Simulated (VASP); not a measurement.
Runs of VASP 6.6.1 on NaI. The structure is that of space group Fm-3m (No. 225), or close to it. The cells are those of the table. 

```csv
cell,gap on the mesh (eV),pressure (GPa)
"a = 4.474, b = 4.474, c = 4.508 Å, angles 59.7, 59.7, 60.5°, 2 atoms",3.66,0.6
"a = 4.714 Å, angles 60.0°, 2 atoms",3.30,-1.5
"a = 4.509, b = 4.509, c = 4.440 Å, angles 60.5, 60.5, 59.0°, 2 atoms",3.65,0.6
"a = 4.474, b = 4.474, c = 4.440 Å, angles 60.3, 60.3, 59.5°, 2 atoms",(a),0.9
"a = 4.646 Å, angles 60.0°, 2 atoms",3.40,-1.1
"a = 4.544, b = 4.544, c = 4.440 Å, angles 60.8, 60.8, 58.5°, 2 atoms",3.60,0.4
"a = 4.508 Å, angles 60.0°, 2 atoms",(b),0.3
"a = 4.440 Å, angles 60.0°, 2 atoms",(c),1.2
```

Alike in all rows: task single point; level PBEsol; potentials or basis VASP PAW PBE potentials, release 64 (Na_pv, I); no spin polarisation; k mesh 6 × 6 × 6; cutoff (eV) 520; smearing gaussian 0.05 eV.

Q: Estimate the missing entries.

A: (a) 3.70; (b) 3.62; (c) 3.76.

Caveats: the PAW data sets were made with another functional, which shifts forces and pressure a little; spin-orbit coupling is left out, which moves the levels of the heavy elements.

A k mesh can miss the band edges, and the runs leave out spin-orbit coupling on I.
